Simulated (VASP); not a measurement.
Wanted: the native input for a VASP 6.6.1 run.

```yaml
Task: relaxation of cell and atoms
Functional: PBEsol
Potentials_or_basis: VASP PAW PBE potentials, release 64 (Co)
Cutoff: 600 eV
k_mesh: 15 × 15 × 15
Occupations: fermi-dirac, width 0.05 eV
Spin: collinear spin, ferromagnetic start
Starting_moments: "[1.7] μB"
Dipole_correction: no
Further_INCAR_settings: ALGO = Normal; EDIFF = 1e-06; IBRION = 2; EDIFFG = -0.01; NSW = 80; ISIF = 3
```

The structure of Co lies in POSCAR:

```
Co
1.0
    0.0000000000      1.7691019796      1.7691019796
    1.7691019796      0.0000000000      1.7691019796
    1.7691019796      1.7691019796      0.0000000000
Co
1
Direct
    0.0000000000      0.0000000000      0.0000000000
```

This isn't the form of Co at room conditions, which is hcp.

One way to write it, as run:

INCAR

```
SYSTEM = Co
PREC = Accurate
ENCUT = 600
EDIFF = 1E-6
ISMEAR = -1
SIGMA = 0.05
LREAL = .False.
LASPH = .True.
NELM = 150
ALGO = Normal
ISIF = 3
LWAVE = .False.
LCHARG = .False.
ISPIN = 2
MAGMOM = 1.7
LORBIT = 11
LMAXMIX = 4
GGA = PS
IBRION = 2
NSW = 80
EDIFFG = -0.01
```

KPOINTS

```
regular mesh
0
Gamma
  15 15 15
  0 0 0
```

Potentials or basis: VASP PAW PBE potentials, release 64 (Co).

Command:

```console
$ cat potpaw_PBE.64/Co/POTCAR > POTCAR
$ mpirun -np 1 vasp_std > vasp.out
```

It gave:

The relaxed volume is 10.40 Å³/atom, the relaxed cell is a = 2.450 Å, b = 2.450 Å, c = 2.450 Å, α = 60.00°, β = 60.00°, γ = 60.00° and the space group after relaxing (to 0.1 Å) is Fm-3m (No. 225). The energy gained by relaxing is 29.6 meV/atom and the ionic steps are 4. The pressure after relaxing is 0.0 GPa. The net moment is 1.63 μB per cell. The site moments are Co +1.63 μB. The valence electrons inside the program's atomic spheres are Co 8.36.

Caveat: the PAW data sets were made with another functional, which shifts forces and pressure a little.

Wall time 2.5 min on 1 thread of Intel Xeon 8259CL, with other jobs on the host, peak memory 0.16 GiB.
